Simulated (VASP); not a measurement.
# TePb (Pm-3m) in VASP: notebook, part 2 of 2

VASP 6.6.1. The steps go on from the part before.

## 3. Single point, PBE (volume scaled by 0.960)

Input file INCAR:

```
SYSTEM = TePb
  PREC = Accurate
  ENCUT = 520
  EDIFF = 1E-7
  ISMEAR = 0
  SIGMA = 0.05
  LREAL = .False.
  LASPH = .True.
  NELM = 100
  ALGO = Normal
  ISIF = 2
  LWAVE = .False.
  LCHARG = .False.
  GGA = PE
  NBANDS = 17
```

Input file KPOINTS:

```
regular mesh
0
Gamma
  8 8 8
  0 0 0
```

Input file POSCAR:

```
TePb
1.0
    3.9512601663      0.0000000000      0.0000000000
    0.0000000000      3.9512601663      0.0000000000
    0.0000000000      0.0000000000      3.9512601663
Pb Te
1 1
Direct
    0.0000000000      0.0000000000      0.0000000000
    0.5000000000      0.5000000000      0.5000000000
```

Potentials or basis: VASP PAW PBE potentials, release 64 (Pb_d, Te).

Started as:

```bash
$ cat potpaw_PBE.64/Pb_d/POTCAR potpaw_PBE.64/Te/POTCAR > POTCAR
$ mpirun -np 1 vasp_std > vasp.out
```

OUTCAR:

```text
SYSTEM = TePb
   PREC = Accurate
   ENCUT = 520
   EDIFF = 1E-7
   ISMEAR = 0
   LREAL = .False.
   LASPH = .True.
   NELM = 100
   ISIF = 2
   GGA = PE

 ion  position               nearest neighbor table
   1  0.000  0.000  0.000-   2 3.42   2 3.42   2 3.42   2 3.42   2 3.42   2 3.42   2 3.42   2 3.42

   2  0.500  0.500  0.500-   1 3.42   1 3.42   1 3.42   1 3.42   1 3.42   1 3.42   1 3.42   1 3.42

  LATTYP: Found a simple cubic cell.
 ALAT       =     3.9512601663

  Lattice vectors:

 A1 = (   3.9512601663,   0.0000000000,   0.0000000000)
 A2 = (   0.0000000000,   3.9512601663,   0.0000000000)
 A3 = (   0.0000000000,   0.0000000000,   3.9512601663)

Analysis of symmetry for initial positions (statically):
=====================================================================
 Subroutine PRICEL returns:
 Original cell was already a primitive cell.

 Routine SETGRP: Setting up the symmetry group for a
 simple cubic supercell.

 Subroutine GETGRP returns: Found 48 space group operations
 (whereof 48 operations were pure point group operations)
 out of a pool of 48 trial point group operations.

The static configuration has the point symmetry O_h .

Analysis of symmetry for dynamics (positions and initial velocities):
=====================================================================
 Subroutine PRICEL returns:
 Original cell was already a primitive cell.

 Routine SETGRP: Setting up the symmetry group for a
 simple cubic supercell.

 Subroutine GETGRP returns: Found 48 space group operations
 (whereof 48 operations were pure point group operations)
 out of a pool of 48 trial point group operations.

The dynamic configuration has the point symmetry O_h .

 Subroutine INISYM returns: Found 48 space group operations
 (whereof 48 operations are pure point group operations),
 and found     1 'primitive' translations

----------------------------------------------------------------------------------------

                                     Primitive cell

[... 105 lines left out ...]
   ISMEAR =     0;   SIGMA  =   0.05  broadening in eV -4-tet -1-fermi 0-gaus
   EFERMI_NEDOS =   21; number of points for ismear=-14 and -15
   IALGO  =     38    algorithm
   IMIX   =      4    mixing-type and parameters
     AMIX     =   0.40;   BMIX     =  1.00
     AMIX_MAG =   1.60;   BMIX_MAG =  1.00
  volume/ion in A,a.u.               =      30.84       208.15
  Fermi-wavevector in a.u.,A,eV,Ry     =   1.124646  2.125273 17.209040  1.264829
  Thomas-Fermi vector in A             =   2.261319
   LORBIT       =      0    0 simple, 1 ext, 2 COOP (PROOUT), +10 PAW based schemes
   GGA     = PE    functional components
   LHFCALC =     F    Hartree Fock is set to
   AEXX    =    0.0000 exact exchange contribution
   IVDW    =     0    specifies the selected vdW correction
   LEPSILON=     F    determine dielectric tensor
   LRPA    =     F    only Hartree local field effects (RPA)
 non-spin polarized calculation
 Gauss-broadening in eV      SIGMA  =   0.05
  energy-cutoff  :      520.00
  volume of cell :       61.69
 maximum number of plane-waves:      1682
 NGX is ok and might be reduce to    30
   NGX = 15   NGY = 15   NGZ = 15

 number of electron      19.9999997 magnetization

 Free energy of the ion-electron system (eV)
  ---------------------------------------------------
  ext. energy  EPLUGINS =         0.00000000
  ---------------------------------------------------
  free energy    TOTEN  =        -7.05299144 eV

  energy without entropy =       -7.05005258  energy(sigma->0) =       -7.05152201

 E-fermi :   6.8423     XC(G=0):  -9.8604

 val. band max:        6.8214251776   @ k =   0.2500   0.1250   0.1250
 cond. band min:       6.8428593151   @ k =   0.3750   0.3750   0.3750
 fundamental gap:      0.0214341375
 Fermi energy:         6.8423131566

 k-point     1 :       0.0000    0.0000    0.0000
  band No.  band energies     occupation
      1     -10.3231      2.00000
      2     -10.3231      2.00000
      3     -10.2294      2.00000
      4     -10.2294      2.00000
      5     -10.2294      2.00000
      6      -5.5828      2.00000
[... 457 lines left out ...]
      4     -10.2544      2.00000
      5     -10.2049      2.00000
      6      -3.4133      2.00000
[... 9 lines left out ...]
     16      15.9450      0.00000
     17      16.7581      0.00000

 [... further k-points ...]
[... 5 lines left out ...]
  --------------------------------------------------------------------------------------
  -------------------------------------------------------------------------------------
  Total        0.6229161      0.6229161      0.6229161     -0.0000000     -0.0000000      0.0000000
  in kB       16.1783152     16.1783152     16.1783152     -0.0000000     -0.0000000      0.0000000
  external PRESSURE =      16.1783152 kB  Pullay stress =       0.0000000 kB

 VOLUME and BASIS-vectors are now :
 -----------------------------------------------------------------------------
  energy-cutoff  :      520.00
  volume of cell :       61.69
      direct lattice vectors                 reciprocal lattice vectors
     3.951260166  0.000000000  0.000000000     0.253083816  0.000000000  0.000000000
     0.000000000  3.951260166  0.000000000     0.000000000  0.253083816  0.000000000
     0.000000000  0.000000000  3.951260166     0.000000000  0.000000000  0.253083816

 POSITION                                       TOTAL-FORCE (eV/Angst)
 -----------------------------------------------------------------------------------
      0.00000      0.00000      0.00000         0.000000      0.000000      0.000000
      1.97563      1.97563      1.97563         0.000000      0.000000      0.000000
 -----------------------------------------------------------------------------------
    total drift:                               -0.000000     -0.000000     -0.000000

  FREE ENERGIE OF THE ION-ELECTRON SYSTEM (eV)
  ---------------------------------------------------
  free  energy   TOTEN  =        -7.0529914360 eV

  energy  without entropy=       -7.0500525818  energy(sigma->0) =       -7.05152201
```

OSZICAR:

```text
N       E                     dE             d eps       ncg     rms          rms(c)
DAV:   1     0.149924676844E+03    0.14992E+03   -0.92936E+03  1198   0.118E+03
DAV:   2     0.290828441563E+01   -0.14702E+03   -0.14279E+03  1273   0.301E+02
DAV:   3    -0.698414772776E+01   -0.98924E+01   -0.96907E+01  1601   0.834E+01
DAV:   4    -0.722211868571E+01   -0.23797E+00   -0.23786E+00  1578   0.141E+01
DAV:   5    -0.723174522636E+01   -0.96265E-02   -0.96262E-02  1696   0.259E+00    0.383E+00
DAV:   6    -0.705635150674E+01    0.17539E+00   -0.40235E-01  1688   0.434E+00    0.245E+00
DAV:   7    -0.705341543326E+01    0.29361E-02   -0.64824E-02  1525   0.119E+00    0.111E+00
DAV:   8    -0.705424959270E+01   -0.83416E-03   -0.15210E-02  1519   0.103E+00    0.179E-01
DAV:   9    -0.705320598292E+01    0.10436E-02   -0.83785E-03  1703   0.608E-01    0.733E-02
DAV:  10    -0.705298331403E+01    0.22267E-03   -0.73356E-04  1548   0.194E-01    0.301E-02
DAV:  11    -0.705299931991E+01   -0.16006E-04   -0.15477E-04  1411   0.730E-02    0.237E-02
DAV:  12    -0.705299415167E+01    0.51682E-05   -0.11393E-05  1450   0.173E-02    0.207E-02
DAV:  13    -0.705299136769E+01    0.27840E-05   -0.65702E-06  1562   0.155E-02    0.742E-03
DAV:  14    -0.705299143600E+01   -0.68306E-07   -0.88433E-07  1495   0.520E-03
   1 F= -.70529914E+01 E0= -.70515220E+01  d E =-.293885E-02
```

Run time: 42 s. Hardware: 1 thread of AMD EPYC 7R13, shared host; peak memory 0.16 GiB.

What came out:

| Item | Value |
| --- | --- |
| Free energy | -7.0530 eV |
| Pressure | 1.6 GPa |
| Band gap on the k mesh | zero (band 10 reaches 7.07 eV, above the bottom of band 11 at 5.68 eV) |

Caveat: spin-orbit coupling is left out, which moves the levels of the heavy elements.

## 4. Single point, PBE (volume scaled by 0.980)

Input file INCAR:

```
SYSTEM = TePb
ALGO     = Normal         ! electronic algorithm
EDIFF    = 1E-6           ! SCF threshold, eV
ENCUT    = 520            ! plane-wave cutoff, eV
GGA      = PE             ! functional
ISIF     = 2              ! what is computed and relaxed
ISMEAR   = 0              ! smearing method
LASPH    = .True.         ! aspherical terms in the spheres
LCHARG   = .False.        ! write CHGCAR
LREAL    = .False.        ! projectors in reciprocal space
LWAVE    = .False.        ! write WAVECAR
NBANDS   = 17             ! bands
NELM     = 80             ! most SCF steps
PREC     = Accurate       ! precision mode
SIGMA    = 0.05           ! smearing width, eV
```

Input file KPOINTS:

```
k-points
0
Gamma
  8 8 8
  0 0 0
```

Input file POSCAR:

```
TePb
1.0
    3.9785110976      0.0000000000      0.0000000000
    0.0000000000      3.9785110976      0.0000000000
    0.0000000000      0.0000000000      3.9785110976
Pb Te
1 1
Direct
    0.0000000000      0.0000000000      0.0000000000
    0.5000000000      0.5000000000      0.5000000000
```

Started as:

```bash
$ cat potpaw_PBE.64/Pb_d/POTCAR potpaw_PBE.64/Te/POTCAR > POTCAR
$ mpirun -np 1 vasp_std > vasp.out
```

Run time: 41 s. Hardware: 1 thread of AMD EPYC 7R13, shared host; peak memory 0.16 GiB.

The run converged. Its results:

| Property | Result |
| --- | --- |
| Free energy | -7.0628 eV |
| Pressure | 0.7 GPa |
| Band gap on the k mesh | zero (band 10 reaches 6.83 eV, above the bottom of band 11 at 5.50 eV) |

Levels at points of the mesh, in eV from the Fermi level:
| k point | band 7 | band 8 | band 9 | band 10 | band 11 | band 12 | band 13 | band 14 |
| --- | --- | --- | --- | --- | --- | --- | --- | --- |
| (0.00, 0.00, 0.00) | -6.74 | -1.62 | -1.62 | -1.62 | 3.97 | 3.97 | 5.34 | 5.34 |
| (0.50, 0.00, 0.00) | -9.14 | -0.75 | -0.16 | -0.16 | 0.20 | 2.32 | 2.32 | 5.30 |
| (0.50, 0.50, 0.00) | -7.95 | -4.50 | -4.50 | 0.22 | 3.55 | 3.75 | 3.75 | 6.04 |
| (0.50, 0.50, 0.50) | -7.17 | -2.54 | -2.54 | -2.54 | -1.11 | -1.11 | -1.11 | 13.73 |

Caveat: spin-orbit coupling is left out, which moves the levels of the heavy elements.

## 5. Overview

```tsv
cell	gap on the mesh (eV)	pressure (GPa)
a = 3.931 Å, 2 atoms	none	2.3
a = 3.951 Å, 2 atoms	none	1.6
a = 3.979 Å, 2 atoms	none	0.7
```

Alike in all rows: task single point; level PBE; potentials or basis VASP PAW PBE potentials, release 64 (Pb_d, Te); no spin polarisation; k mesh 8 × 8 × 8; cutoff (eV) 520; smearing gaussian 0.05 eV.

Caveats: spin-orbit coupling is left out, which moves the levels of the heavy elements.

Total energies depend on the potentials used, so only differences within one code and one set of settings carry meaning.
